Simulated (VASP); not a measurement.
# Ag (P6_3/mmc) in VASP: a series of runs, part 2 of 2

VASP 6.6.1.

## (4) Electric field gradients, PBE, non-collinear spin, zero start, spin-orbit coupling

This run uses another cell than the first one, of 17.81 Å³/atom.

INCAR

```
SYSTEM = Ag
  ALGO = Normal
  EDIFF = 1E-8
  ENCUT = 520
  GGA = PE
  GGA_COMPAT = .FALSE.
  ISIF = 2
  ISMEAR = -1
  LASPH = .TRUE.
  LCHARG = .FALSE.
  LEFG = .TRUE.
  LMAXMIX = 4
  LORBIT = 11
  LORBMOM = .TRUE.
  LREAL = .FALSE.
  LSORBIT = .TRUE.
  LWAVE = .FALSE.
  MAGMOM = 0 0 0 0 0 0
  NBANDS = 34
  NELM = 150
  PREC = Accurate
  SIGMA = 0.05
```

KPOINTS

```
k-points
0
G
  14 14 8
  0 0 0
```

POSCAR

```
Ag
1.0
    2.9299980804      0.0000000000      0.0000000000
   -1.4649990402      2.5374527707      0.0000000000
    0.0000000000      0.0000000000      4.7900000000
Ag
2
Direct
    0.3333333333      0.6666666667      0.2500000000
    0.6666666667      0.3333333333      0.7500000000
```

Potentials or basis: VASP PAW PBE potentials, release 64 (Ag).

The run is started by

```console
$ cat potpaw_PBE.64/Ag/POTCAR > POTCAR
$ mpirun -np 1 vasp_ncl > vasp.out
```

OUTCAR:

```text
SYSTEM = Ag
   EDIFF = 1E-8
   ENCUT = 520
   GGA = PE
   ISIF = 2
   ISMEAR = -1
   LASPH = .TRUE.
   LORBIT = 11
   LREAL = .FALSE.
   LSORBIT = .TRUE.
   NELM = 150
   PREC = Accurate

 ion  position               nearest neighbor table
   1  0.333  0.667  0.250-   2 2.93   2 2.93   2 2.93   2 2.93   2 2.93   2 2.93
   2  0.667  0.333  0.750-   1 2.93   1 2.93   1 2.93   1 2.93   1 2.93   1 2.93

  LATTYP: Found a hexagonal cell.
 ALAT       =     2.9299980804
 C/A-ratio  =     1.6348133577

  Lattice vectors:

 A1 = (   2.9299980804,   0.0000000000,   0.0000000000)
 A2 = (  -1.4649990402,   2.5374527707,   0.0000000000)
 A3 = (   0.0000000000,   0.0000000000,   4.7900000000)

Analysis of symmetry for initial positions (statically):
=====================================================================
 Subroutine PRICEL returns:
 Original cell was already a primitive cell.

 Routine SETGRP: Setting up the symmetry group for a
 hexagonal supercell.

 Subroutine GETGRP returns: Found 24 space group operations
 (whereof 12 operations were pure point group operations)
 out of a pool of 24 trial point group operations.

The static configuration has the point symmetry D_3d.
 The point group associated with its full space group is D_6h.

Analysis of symmetry for dynamics (positions and initial velocities):
=====================================================================
 Subroutine PRICEL returns:
 Original cell was already a primitive cell.

 Routine SETGRP: Setting up the symmetry group for a
 hexagonal supercell.

 Subroutine GETGRP returns: Found 24 space group operations
 (whereof 12 operations were pure point group operations)
 out of a pool of 24 trial point group operations.

The dynamic configuration has the point symmetry D_3d.
 The point group associated with its full space group is D_6h.

Analysis of structural, dynamic, and magnetic symmetry:
=====================================================================
 Subroutine PRICEL returns:
 Original cell was already a primitive cell.

 Routine SETGRP: Setting up the symmetry group for a
 hexagonal supercell.

 Subroutine GETGRP returns: Found 24 space group operations
 (whereof 12 operations were pure point group operations)
 out of a pool of 24 trial point group operations.

The overall configuration has the point symmetry D_3d.
 The point group associated with its full space group is D_6h.

 Subroutine INISYM returns: Found 24 space group operations
 (whereof 12 operations are pure point group operations),
 and found     1 'primitive' translations

----------------------------------------------------------------------------------------

                                     Primitive cell

  volume of cell :      35.6124

  direct lattice vectors                    reciprocal lattice vectors
     2.929998080  0.000000000  0.000000000     0.341297152  0.197048003  0.000000000
    -1.464999040  2.537452771  0.000000000     0.000000000  0.394096005  0.000000000
     0.000000000  0.000000000  4.790000000     0.000000000  0.000000000  0.208768267

  length of vectors
     2.929998080  2.929998080  4.790000000     0.394096005  0.394096005  0.208768267
[... 1062 lines left out ...]

 Electric field gradients (V/A^2)
---------------------------------------------------------------------
 ion       V_xx      V_yy      V_zz      V_xy      V_xz      V_yz
---------------------------------------------------------------------
   1      -1.923    -1.924     3.847    -0.001    -0.000    -0.000
   2      -1.923    -1.924     3.847    -0.001     0.000     0.000
---------------------------------------------------------------------

 Electric field gradients after diagonalization (V/A^2)
 (convention: |V_zz| > |V_xx| > |V_yy|)
----------------------------------------------------------------------
 ion       V_xx      V_yy      V_zz     asymmetry (V_yy - V_xx)/ V_zz
----------------------------------------------------------------------
   1      -1.924    -1.922     3.847       0.000
   2      -1.924    -1.922     3.847       0.000
----------------------------------------------------------------------

           NMR quadrupolar parameters

 Cq : quadrupolar parameter    Cq=e*Q*V_zz/h
 eta: asymmetry parameters     (V_yy - V_xx)/ V_zz
 Q  : nuclear electric quadrupole moment in mb (millibarn)
----------------------------------------------------------------------
 ion       Cq(MHz)       eta       Q (mb)
----------------------------------------------------------------------
   1       0.009       0.000       1.000
   2       0.009       0.000       1.000
----------------------------------------------------------------------

 orbital moment (x)

 # of ion     p       d       tot
 ----------------------------------------
  1        -0.000   0.000   0.000
  2        -0.000   0.000   0.000
 ----------------------------------------
           -0.000   0.000   0.000

 orbital moment (y)

 # of ion     p       d       tot
 ----------------------------------------
  1        -0.000   0.000   0.000
  2         0.000   0.000   0.000
 ----------------------------------------
           -0.000   0.000   0.000

 orbital moment (z)

 # of ion     p       d       tot
 ----------------------------------------
  1        -0.000   0.000  -0.000
  2         0.000   0.000   0.000
 ----------------------------------------
           -0.000   0.000  -0.000

 Spin-Orbit-Coupling matrix elements

 Ion:    1  E_soc:     -0.0530006
 l=   1
     0.0000000    -0.0018333    -0.0018424
    -0.0018333     0.0000000    -0.0018333
    -0.0018424    -0.0018333     0.0000000
 l=   2
     0.0000000    -0.0013789     0.0000000    -0.0013789    -0.0056179
    -0.0013789     0.0000000    -0.0042497    -0.0013585    -0.0013789
     0.0000000    -0.0042497     0.0000000    -0.0042497     0.0000000
    -0.0013789    -0.0013585    -0.0042497     0.0000000    -0.0013789
    -0.0056179    -0.0013789     0.0000000    -0.0013789     0.0000000
 l=   3
     0.0000000     0.0000000     0.0000000     0.0000000     0.0000000     0.0000000     0.0000000
     0.0000000     0.0000000     0.0000000     0.0000000     0.0000000     0.0000000     0.0000000
     0.0000000     0.0000000     0.0000000     0.0000000     0.0000000     0.0000000     0.0000000
     0.0000000     0.0000000     0.0000000     0.0000000     0.0000000     0.0000000     0.0000000
     0.0000000     0.0000000     0.0000000     0.0000000     0.0000000     0.0000000     0.0000000
     0.0000000     0.0000000     0.0000000     0.0000000     0.0000000     0.0000000     0.0000000
     0.0000000     0.0000000     0.0000000     0.0000000     0.0000000     0.0000000     0.0000000

 Ion:    2  E_soc:     -0.0530006
 l=   1
     0.0000000    -0.0018333    -0.0018424
    -0.0018333     0.0000000    -0.0018333
    -0.0018424    -0.0018333     0.0000000
 l=   2
     0.0000000    -0.0013789     0.0000000    -0.0013789    -0.0056179
    -0.0013789     0.0000000    -0.0042497    -0.0013585    -0.0013789
     0.0000000    -0.0042497     0.0000000    -0.0042497     0.0000000
    -0.0013789    -0.0013585    -0.0042497     0.0000000    -0.0013789
    -0.0056179    -0.0013789     0.0000000    -0.0013789     0.0000000
 l=   3
     0.0000000     0.0000000     0.0000000     0.0000000     0.0000000     0.0000000     0.0000000
     0.0000000     0.0000000     0.0000000     0.0000000     0.0000000     0.0000000     0.0000000
     0.0000000     0.0000000     0.0000000     0.0000000     0.0000000     0.0000000     0.0000000
     0.0000000     0.0000000     0.0000000     0.0000000     0.0000000     0.0000000     0.0000000
     0.0000000     0.0000000     0.0000000     0.0000000     0.0000000     0.0000000     0.0000000
     0.0000000     0.0000000     0.0000000     0.0000000     0.0000000     0.0000000     0.0000000
     0.0000000     0.0000000     0.0000000     0.0000000     0.0000000     0.0000000     0.0000000

 total charge

# of ion       s       p       d       tot
------------------------------------------
    1        0.410   0.271   9.158   9.839
    2        0.410   0.271   9.158   9.839
--------------------------------------------------
tot          0.819   0.542  18.316  19.678

 magnetization (x)

# of ion       s       p       d       tot
------------------------------------------
    1        0.000   0.000  -0.000   0.000
    2        0.000   0.000  -0.000  -0.000
--------------------------------------------------
tot          0.000   0.000  -0.000  -0.000

 magnetization (y)

# of ion       s       p       d       tot
------------------------------------------
    1        0.000   0.000   0.000   0.000
    2        0.000   0.000   0.000   0.000
--------------------------------------------------
tot          0.000   0.000   0.000   0.000

 magnetization (z)

# of ion       s       p       d       tot
------------------------------------------
    1        0.000   0.000   0.000   0.000
    2        0.000   0.000   0.000   0.000
--------------------------------------------------
tot          0.000   0.000   0.000   0.000
```

OSZICAR:

```text
N       E                     dE             d eps       ncg     rms          rms(c)
DAV:   1     0.149153520399E+03    0.14915E+03   -0.11267E+04  8160   0.129E+03
DAV:   2    -0.217462120513E+01   -0.15133E+03   -0.14160E+03  8522   0.307E+02
DAV:   3    -0.594565025275E+01   -0.37710E+01   -0.37459E+01  9414   0.545E+01
DAV:   4    -0.596189820654E+01   -0.16248E-01   -0.16243E-01  8912   0.338E+00
DAV:   5    -0.596204034962E+01   -0.14214E-03   -0.14214E-03  9158   0.343E-01    0.676E+00
DAV:   6    -0.549917605548E+01    0.46286E+00   -0.12093E+00  8848   0.122E+01    0.447E+00
DAV:   7    -0.548628103257E+01    0.12895E-01   -0.16665E-02  8874   0.116E+00    0.255E+00
DAV:   8    -0.548133429061E+01    0.49467E-02   -0.11011E-03  8614   0.286E-01    0.459E-01
DAV:   9    -0.548135210379E+01   -0.17813E-04   -0.16517E-05  9392   0.274E-02    0.456E-02
DAV:  10    -0.548136683450E+01   -0.14731E-04   -0.59341E-06  8942   0.263E-02    0.321E-02
DAV:  11    -0.548137167505E+01   -0.48405E-05   -0.29500E-06  8930   0.164E-02    0.105E-03
DAV:  12    -0.548137155755E+01    0.11749E-06   -0.18647E-08  8588   0.103E-03    0.468E-04
DAV:  13    -0.548137150939E+01    0.48165E-07   -0.22498E-09  5748   0.456E-04    0.262E-04
DAV:  14    -0.548137149535E+01    0.14042E-07   -0.14551E-09  4562   0.356E-04    0.819E-05
DAV:  15    -0.548137148955E+01    0.57926E-08   -0.50456E-11  4444   0.689E-05
   1 F= -.54813715E+01 E0= -.54794479E+01  d E =-.384717E-02  mag=     0.0000    -0.0000    -0.0000
```

stdout:

```text
POSCAR found type information on POSCAR Ag
 POSCAR found :  1 types and       2 ions
 scaLAPACK will be used
 LDA part: xc-table for (Slater+PW92), standard interpolation
 POSCAR, INCAR and KPOINTS ok, starting setup
 FFT: planning ... GRIDC
 FFT: planning ... GRID_SOFT
 FFT: planning ... GRID
 WAVECAR not read
 entering main loop
ion   1

ion   2
```

Run time: 5.2 min. Hardware: 1 thread of Intel Xeon Platinum 8259CL at 2.50GHz (Skylake/Cascade Lake), shared host; peak memory 0.36 GiB.

Results:

* Free energy: -5.4814 eV
* Pressure: 0.2 GPa
* Net moment: 0.00 μB per cell
* Largest electric field gradient by atom: Ag +3.8 V/Å²
* Valence electrons inside the program's atomic spheres: Ag 9.84

Moments on the atoms (μB; x, y, z):
```
Ag  0.00 0.00 0.00
Ag  0.00 0.00 0.00
```

Electric field gradients, principal values (V/Å²):
| atom | least | middle | greatest (by size) |
| --- | --- | --- | --- |
| 1 Ag | -1.922 | -1.924 | 3.847 |
| 2 Ag | -1.922 | -1.924 | 3.847 |

Caveat: without QUAD_EFG the Cq values of the log hold for a quadrupole moment of 1 mb, not for the nuclei.

## (5) Overview

```tsv
spin	cell	smearing	gap on the mesh (eV)	pressure (GPa)
off	a = 2.959, b = 2.959, c = 4.837 Å, angles 90.0, 90.0, 120.0°, 2 atoms	methfessel-paxton 0.001 eV	none	-2.2
off	a = 2.987, b = 2.987, c = 4.884 Å, angles 90.0, 90.0, 120.0°, 2 atoms	fermi-dirac 0.05 eV	none	-4.2
non-collinear, zero start, SOC	a = 2.930, b = 2.930, c = 4.790 Å, angles 90.0, 90.0, 120.0°, 2 atoms	fermi-dirac 0.05 eV	-	0.2
```

Alike in all rows: task electric field gradients; level PBE; potentials or basis VASP PAW PBE potentials, release 64 (Ag); k mesh 14 × 14 × 8; cutoff (eV) 520.

Caveats: the cell stands under tension (at least some runs).

Total energies depend on the potentials used, so only differences within one code and one set of settings carry meaning.
